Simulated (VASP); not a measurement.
# Zn2Au (I4/mmm) in VASP: single point with PBE

Aim: the single point of Zn2Au with PBE.

All numbers are computed with VASP 6.6.1; they aren't measurements. Logs are shortened: lines on timing, memory, paths and dates and some standing lists are left out, and cuts for length are marked.

**1. The cell of the first run**

Symmetry: I4/mmm, No. 139, tetragonal system. The conventional cell has a = 3.396 Å, b = 3.396 Å, c = 8.286 Å, α = 90.00°, β = 90.00°, γ = 90.00°. Within 3.6 Å of Zn (site symmetry 4mm) lie 5 Au at 2.75 to 2.78 Å and 9 Zn at 2.76 to 3.40 Å. Au (site symmetry 4/mmm) has 10 Zn at 2.75 to 2.78 Å and 4 Au at 3.40 Å within 3.6 Å.

**2. Single point, PBE**

File INCAR:

```
SYSTEM = Zn2Au
PREC = Accurate
ENCUT = 520
EDIFF = 1E-6
ISMEAR = 0
SIGMA = 0.1
LREAL = .FALSE.
LASPH = .TRUE.
NELM = 100
ALGO = Fast
ISIF = 2
LWAVE = .FALSE.
LCHARG = .FALSE.
GGA = PE
NBANDS = 24
```

File KPOINTS:

```
regular mesh
0
G
  18 18 18
  0 0 0
```

File POSCAR:

```
Zn2Au
1.0
   -1.6980065256      1.6980065256      4.1430587767
    1.6980065256     -1.6980065256      4.1430587767
    1.6980065256      1.6980065256     -4.1430587767
Zn Au
2 1
Direct
    0.6684889263      0.6684889263      0.0000000000
    0.3315110737      0.3315110737      0.0000000000
    0.0000000000      0.0000000000      0.0000000000
```

Potentials or basis: VASP PAW PBE potentials, release 64 (Zn, Au).

Started as:

```sh
> cat potpaw_PBE.64/Zn/POTCAR potpaw_PBE.64/Au/POTCAR > POTCAR
> mpirun -np 1 vasp_std > vasp.out
```

OUTCAR:

```text
SYSTEM = Zn2Au
   PREC = Accurate
   ENCUT = 520
   EDIFF = 1E-6
   ISMEAR = 0
   LREAL = .FALSE.
   LASPH = .TRUE.
   NELM = 100
   ISIF = 2
   GGA = PE

 ion  position               nearest neighbor table
   1  0.668  0.668  0.000-   3 2.75   2 2.76   2 2.76   2 2.76   2 2.76   3 2.78   3 2.78   3 2.78
                             3 2.78   2 2.79
   2  0.332  0.332  0.000-   3 2.75   1 2.76   1 2.76   1 2.76   1 2.76   3 2.78   3 2.78   3 2.78
                             3 2.78   1 2.79
   3  0.000  0.000  0.000-   1 2.75   2 2.75   1 2.78   2 2.78   1 2.78   1 2.78   1 2.78   2 2.78
                             2 2.78   2 2.78

  LATTYP: Found a body centered tetragonal cell.
 ALAT       =     3.3960130512
 C/A-ratio  =     2.4399545669

  Lattice vectors:

 A1 = (  -1.6980065256,   1.6980065256,   4.1430587767)
 A2 = (   1.6980065256,  -1.6980065256,   4.1430587767)
 A3 = (   1.6980065256,   1.6980065256,  -4.1430587767)

Analysis of symmetry for initial positions (statically):
=====================================================================
 Subroutine PRICEL returns:
 Original cell was already a primitive cell.

 Routine SETGRP: Setting up the symmetry group for a
 body centered tetragonal supercell.

 Subroutine GETGRP returns: Found 16 space group operations
 (whereof 16 operations were pure point group operations)
 out of a pool of 16 trial point group operations.

The static configuration has the point symmetry D_4h.

Analysis of symmetry for dynamics (positions and initial velocities):
=====================================================================
 Subroutine PRICEL returns:
 Original cell was already a primitive cell.

 Routine SETGRP: Setting up the symmetry group for a
 body centered tetragonal supercell.

 Subroutine GETGRP returns: Found 16 space group operations
 (whereof 16 operations were pure point group operations)
 out of a pool of 16 trial point group operations.

The dynamic configuration has the point symmetry D_4h.

 Subroutine INISYM returns: Found 16 space group operations
 (whereof 16 operations are pure point group operations),
 and found     1 'primitive' translations

----------------------------------------------------------------------------------------

                                     Primitive cell

  volume of cell :      47.7815

  direct lattice vectors                    reciprocal lattice vectors
    -1.698006526  1.698006526  4.143058777     0.000000000  0.294462944  0.120683781
     1.698006526 -1.698006526  4.143058777     0.294462944  0.000000000  0.120683781
     1.698006526  1.698006526 -4.143058777     0.294462944  0.294462944  0.000000000

  length of vectors
     4.788672922  4.788672922  4.788672922     0.318234191  0.318234191  0.416433489

  position of ions in fractional coordinates (direct lattice)
     0.668488926  0.668488926  0.000000000
     0.331511074  0.331511074  0.000000000
     0.000000000  0.000000000  0.000000000

  ion indices of the primitive-cell ions
   primitive index   ion index
                 1           1
                 2           2
                 3           3

----------------------------------------------------------------------------------------

 KPOINTS: regular mesh

Automatic generation of k-mesh.
 Grid dimensions read from file:
 generate k-points for:   18   18   18

 Generating k-lattice:

  Cartesian coordinates                     Fractional coordinates (reciprocal lattice)
     0.000000000  0.016359052  0.006704655     0.055555556  0.000000000  0.000000000
     0.016359052  0.000000000  0.006704655     0.000000000  0.055555556  0.000000000
     0.016359052  0.016359052  0.000000000     0.000000000  0.000000000  0.055555556

  Length of vectors
     0.017679677  0.017679677  0.023135194

  Shift w.r.t. Gamma in fractional coordinates (k-lattice)
     0.000000000  0.000000000  0.000000000

 Subroutine IBZKPT returns following result:
 ===========================================

 Found    480 irreducible k-points:

 Following reciprocal coordinates:
            Coordinates               Weight
  0.000000  0.000000  0.000000      1.000000
  0.055556 -0.000000  0.000000      8.000000
  0.111111 -0.000000  0.000000      8.000000
  0.166667 -0.000000  0.000000      8.000000
  0.222222 -0.000000  0.000000      8.000000
  0.277778 -0.000000  0.000000      8.000000
[... 16 lines left out ...]
 -0.277778  0.055556 -0.000000     16.000000
 -0.222222  0.055556  0.000000     16.000000
 [... further k-points ...]
   k-points           NKPTS =    480   k-points in BZ     NKDIM =    480   number of bands    NBANDS=     24
   number of dos      NEDOS =    301   number of ions     NIONS =      3
   total plane-waves  NPLWV =  46656
   dimension x,y,z NGX =    36 NGY =   36 NGZ =   36
   dimension x,y,z NGXF=    72 NGYF=   72 NGZF=   72
   ions per type =               2   1
   NGX,Y,Z   is equivalent  to a cutoff of  12.50, 12.50, 12.50 a.u.
   NGXF,Y,Z  is equivalent  to a cutoff of  25.00, 25.00, 25.00 a.u.
 SYSTEM =  Zn2Au
   PREC   = accura    normal or accurate (medium, high low for compatibility)
   ISTART =      0    job   : 0-new  1-cont  2-samecut
   ICHARG =      2    charge: 1-file 2-atom 10-const
   ISPIN  =      1    spin polarized calculation?
   LNONCOLLINEAR =      F non collinear calculations
   LSORBIT =      F    spin-orbit coupling
   LASPH  =      T    aspherical Exc in radial PAW
   ENCUT  =  520.0 eV  38.22 Ry    6.18 a.u.   8.90  8.90  8.90*2*pi/ulx,y,z
   NELM   =    100;   NELMIN=  2; NELMDL= -5     # of ELM steps
   EDIFF  = 0.1E-05   stopping-criterion for ELM
   LREAL  =      F    real-space projection
   EDIFFG = 0.1E-04   stopping-criterion for IOM
   NSW    =      0    number of steps for IOM
   IBRION =     -1    ionic relax: 0-MD 1-quasi-New 2-CG
   NFREE  =      0    steps in history (QN), initial steepest desc. (CG)
   ISIF   =      2    stress and relaxation
   ISYM   =      2    0-nonsym 1-usesym 2-fastsym
   POTIM  = 0.5000    time-step for ionic-motion
   TEBEG  =    0.0;   TEEND  =   0.0 temperature during run
   PSTRESS=    0.0 pullay stress
   NELECT =      35.0000    total number of electrons
   NUPDOWN=      -1.0000    fix difference up-down
   EMIN   =  10.00;   EMAX   =-10.00  energy-range for DOS
   EFERMI =   0.00;   METHOD = LEGACY
   ISMEAR =     0;   SIGMA  =   0.10  broadening in eV -4-tet -1-fermi 0-gaus
   EFERMI_NEDOS =   21; number of points for ismear=-14 and -15
   IALGO  =     68    algorithm
   IMIX   =      4    mixing-type and parameters
     AMIX     =   0.40;   BMIX     =  1.00
     AMIX_MAG =   1.60;   BMIX_MAG =  1.00
  volume/ion in A,a.u.               =      15.93       107.48
  Fermi-wavevector in a.u.,A,eV,Ry     =   1.475744  2.788751 29.631029  2.177819
  Thomas-Fermi vector in A             =   2.590355
   LORBIT       =      0    0 simple, 1 ext, 2 COOP (PROOUT), +10 PAW based schemes
   GGA     = PE    functional components
   LHFCALC =     F    Hartree Fock is set to
   AEXX    =    0.0000 exact exchange contribution
   IVDW    =     0    specifies the selected vdW correction
   LEPSILON=     F    determine dielectric tensor
   LRPA    =     F    only Hartree local field effects (RPA)
 non-spin polarized calculation
 RMM-DIIS sequential band-by-band and
 Gauss-broadening in eV      SIGMA  =   0.10
  energy-cutoff  :      520.00
  volume of cell :       47.78
 maximum number of plane-waves:      1305
   NGX = 17   NGY = 17   NGZ = 17

 number of electron      34.9999994 magnetization

 Free energy of the ion-electron system (eV)
  ---------------------------------------------------
  ext. energy  EPLUGINS =         0.00000000
  ---------------------------------------------------
  free energy    TOTEN  =        -5.95092144 eV

  energy without entropy =       -5.94681754  energy(sigma->0) =       -5.94886949

 E-fermi :   5.4028     XC(G=0): -11.9367

 val. band max:        5.4018710125   @ k =  -0.1111   0.2222   0.1111
 cond. band min:       5.4078765309   @ k =   0.5000   0.5000   0.1111
 fundamental gap:      0.0060055185
 Fermi energy:         5.4028326999

 k-point     1 :       0.0000    0.0000    0.0000
  band No.  band energies     occupation
      1      -4.8105      2.00000
      2      -2.3020      2.00000
      3      -2.2180      2.00000
      4      -2.1317      2.00000
      5      -2.0323      2.00000
      6      -1.9918      2.00000
[... 16 lines left out ...]
     23      12.2140      0.00000
     24      13.5190      0.00000

 k-point     2 :       0.0556   -0.0000    0.0000
  band No.  band energies     occupation
      1      -4.7582      2.00000
      2      -2.3034      2.00000
      3      -2.2151      2.00000
      4      -2.1402      2.00000
      5      -2.0448      2.00000
      6      -1.9929      2.00000
[... 16 lines left out ...]
     23      12.8126      0.00000
     24      14.1710      0.00000

 k-point     3 :       0.1111   -0.0000    0.0000
  band No.  band energies     occupation
      1      -4.6024      2.00000
      2      -2.3094      2.00000
      3      -2.2081      2.00000
      4      -2.1529      2.00000
      5      -2.1067      2.00000
      6      -1.9645      2.00000
[... 16 lines left out ...]
     23      13.1080      0.00000
     24      14.9427      0.00000

 k-point     4 :       0.1667   -0.0000    0.0000
  band No.  band energies     occupation
      1      -4.3470      2.00000
      2      -2.3232      2.00000
      3      -2.2020      2.00000
      4      -2.1956      2.00000
      5      -2.1532      2.00000
      6      -2.0116      2.00000
[... 16 lines left out ...]
     23      13.3335      0.00000
     24      15.5741      0.00000

 k-point     5 :       0.2222   -0.0000    0.0000
  band No.  band energies     occupation
      1      -4.0000      2.00000
      2      -2.3534      2.00000
      3      -2.2825      2.00000
      4      -2.2070      2.00000
      5      -2.1388      2.00000
      6      -2.0829      2.00000
[... 16 lines left out ...]
     23      13.9527      0.00000
     24      15.9146      0.00000

 k-point     6 :       0.2778   -0.0000    0.0000
  band No.  band energies     occupation
      1      -3.5772      2.00000
      2      -2.4332      2.00000
      3      -2.3153      2.00000
      4      -2.2431      2.00000
      5      -2.1318      2.00000
      6      -2.1169      2.00000
[... 16 lines left out ...]
     23      14.5886      0.00000
     24      16.0821      0.00000
[... 379 lines left out ...]
 k-point    21 :      -0.3889    0.0556    0.0000
  band No.  band energies     occupation
      1      -2.7248      2.00000
      2      -2.5722      2.00000
      3      -2.3487      2.00000
      4      -2.3130      2.00000
      5      -2.1505      2.00000
      6      -2.0534      2.00000
[... 16 lines left out ...]
     23      15.1818      0.00000
     24      15.4962      0.00000

 k-point    22 :      -0.3333    0.0556    0.0000
  band No.  band energies     occupation
      1      -3.1516      2.00000
      2      -2.5031      2.00000
      3      -2.3209      2.00000
      4      -2.2832      2.00000
      5      -2.1424      2.00000
      6      -2.0614      2.00000
[... 16 lines left out ...]
     23      14.7085      0.00000
     24      15.7215      0.00000

 k-point    23 :      -0.2778    0.0556   -0.0000
  band No.  band energies     occupation
      1      -3.6049      2.00000
      2      -2.4135      2.00000
      3      -2.3124      2.00000
      4      -2.2228      2.00000
      5      -2.1268      2.00000
      6      -2.0779      2.00000
[... 16 lines left out ...]
     23      14.5614      0.00000
     24      16.4180      0.00000

 k-point    24 :      -0.2222    0.0556    0.0000
  band No.  band energies     occupation
      1      -4.0124      2.00000
      2      -2.3370      2.00000
      3      -2.2771      2.00000
      4      -2.1920      2.00000
      5      -2.1193      2.00000
      6      -2.0604      2.00000
[... 16 lines left out ...]
     23      14.3643      0.00000
     24      16.4805      0.00000

 [... further k-points ...]

------------------------ aborting loop because EDIFF is reached ----------------------------------------

  FORCE on cell =-STRESS in cart. coord.  units (eV):
  Direction    XX          YY          ZZ          XY          YZ          ZX
  --------------------------------------------------------------------------------------
  -------------------------------------------------------------------------------------
  Total        0.0768844      0.0768844      0.1039631      0.0000000      0.0000000     -0.0000000
  in kB        2.5780365      2.5780365      3.4860208      0.0000000      0.0000000     -0.0000000
  external PRESSURE =       2.8806979 kB  Pullay stress =       0.0000000 kB

 VOLUME and BASIS-vectors are now :
 -----------------------------------------------------------------------------
  energy-cutoff  :      520.00
  volume of cell :       47.78
      direct lattice vectors                 reciprocal lattice vectors
    -1.698006526  1.698006526  4.143058777     0.000000000  0.294462944  0.120683781
     1.698006526 -1.698006526  4.143058777     0.294462944  0.000000000  0.120683781
     1.698006526  1.698006526 -4.143058777     0.294462944  0.294462944  0.000000000

 POSITION                                       TOTAL-FORCE (eV/Angst)
 -----------------------------------------------------------------------------------
      0.00000      0.00000      5.53918        -0.000000     -0.000000     -0.001354
      0.00000      0.00000      2.74694         0.000000      0.000000      0.001354
      0.00000      0.00000      0.00000         0.000000      0.000000     -0.000000
 -----------------------------------------------------------------------------------
    total drift:                               -0.000000      0.000000     -0.000000

  FREE ENERGIE OF THE ION-ELECTRON SYSTEM (eV)
  ---------------------------------------------------
  free  energy   TOTEN  =        -5.9509214374 eV

  energy  without entropy=       -5.9468175404  energy(sigma->0) =       -5.94886949
```

Run time: 14 min. Hardware: 1 thread of Intel Xeon Platinum 8259CL at 2.50GHz (Skylake/Cascade Lake), shared host; peak memory 0.62 GiB.

Results:

```
Free energy            : -5.9509 eV
Pressure               : 0.3 GPa
Band gap on the k mesh : zero (an odd number of electrons rules out a gap without spin polarisation)
```

Levels at points of the mesh, in eV from the Fermi level:
| k point | band 14 | band 15 | band 16 | band 17 | band 18 | band 19 | band 20 | band 21 | band 22 | band 23 |
| --- | --- | --- | --- | --- | --- | --- | --- | --- | --- | --- |
| (0.00, 0.00, 0.00) | -4.69 | -4.69 | -4.00 | 0.13 | 1.74 | 6.44 | 6.44 | 6.50 | 6.50 | 6.81 |
| (0.50, 0.00, 0.00) | -4.63 | -4.53 | -4.09 | -2.99 | -1.47 | 1.84 | 7.83 | 8.63 | 8.63 | 9.14 |
| (0.50, 0.50, 0.00) | -4.60 | -3.54 | -2.69 | -0.69 | -0.47 | 0.83 | 1.84 | 1.96 | 6.52 | 7.40 |
| (0.50, 0.50, 0.50) | -4.26 | -4.26 | -4.19 | -4.00 | 2.87 | 2.87 | 6.30 | 8.97 | 9.12 | 12.83 |

Caveat: spin-orbit coupling is left out, which moves the levels of the heavy elements.
